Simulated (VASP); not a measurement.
Crystal: Ba3Pb2.

```
Ba Pb
1.0
     6.58524    0.00000    0.00000
     0.00000    6.58524    0.00000
     0.00000    0.00000    6.58524
Ba Pb
3 2
Direct
  0.50000 0.00000 0.00000
  0.00000 0.50000 0.00000
  0.00000 0.00000 0.50000
  0.00000 0.00000 0.00000
  0.50000 0.50000 0.50000
```

The cell was built from a structure type or drawn by symmetry, and may not be a known phase.

```yaml
Program: VASP 6.6.1
Task: relaxation of cell and atoms
Functional: PBE
Potentials_or_basis: VASP PAW PBE potentials, release 64 (Ba_sv, Pb_d)
Cutoff: 600 eV
k_mesh: 6 × 6 × 6
Occupations: gaussian, width 0.1 eV
Spin: no spin polarisation
```

At the start: pressure 0.5 GPa; volume 57.11 Å³/atom.

Problem. How do energy, volume and symmetry change on relaxing?

Solution. Over 3 steps the energy falls by 3.2 meV/atom and the volume is 59.13 Å³/atom (+3.5 %); space group Pm-3m (No. 221, to 0.1 Å) before and after.

Step by step:
```tsv
step	energy change (eV)	largest force (eV/Å)	pressure (GPa)	volume (Å³)
1	0.0000	0.0000	0.52	285.57
2	-0.0151	0.0000	0.11	293.33
3	-0.0159	0.0000	0.00	295.65
```

Final structure:
```
CELL_PARAMETERS angstrom
6.66182 0.00000 0.00000
0.00000 6.66182 0.00000
0.00000 0.00000 6.66182
ATOMIC_POSITIONS crystal
Ba 0.50000 0.00000 0.00000
Ba 0.00000 0.50000 0.00000
Ba 0.00000 0.00000 0.50000
Pb 0.00000 0.00000 0.00000
Pb 0.50000 0.50000 0.50000
```
